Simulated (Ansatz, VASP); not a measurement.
# LuH2 in VASP and in Ansatz

```xyz
3
Lattice="0.0000 2.5165 2.5165 2.5165 0.0000 2.5165 2.5165 2.5165 0.0000" Properties=species:S:1:pos:R:3 pbc="T T T"
Lu    0.0000    0.0000    0.0000
H     1.2583    1.2583    1.2583
H     3.7748    3.7748    3.7748
```

Alike in both runs: task relaxation of cell and atoms; functional PBEsol; dispersion D3(BJ); k mesh 14 × 14 × 14; occupations gaussian, width 0.1 eV; no spin polarisation.

|  | VASP | Ansatz |
| --- | --- | --- |
| version | VASP 6.6.1 | Ansatz 0.2.0 |
| potentials or method | VASP PAW PBE potentials, release 64 (Lu, H), cutoff 600 eV | scalar-relativistic, plane waves, PAW |
| valence electrons in the cell | 27 | 27 |

VASP gave:

```
gap on the k mesh at the Fermi level, each at its own relaxed structure (eV) : none
relaxed volume (Å³/atom)                                                     : 9.89
relaxed cell length with the largest relative difference (Å)                 : 3.475
```

Question: What did Ansatz give for the same quantities?

Answer: gap on the k mesh at the Fermi level, each at its own relaxed structure (eV): none; relaxed volume (Å³/atom): 9.84; relaxed cell length with the largest relative difference (Å): 3.470.

VASP's potentials were made for PBE, not for PBEsol. A gap of «none» marks a metal or a gap that the smearing closes.

Spin-orbit coupling is off throughout.
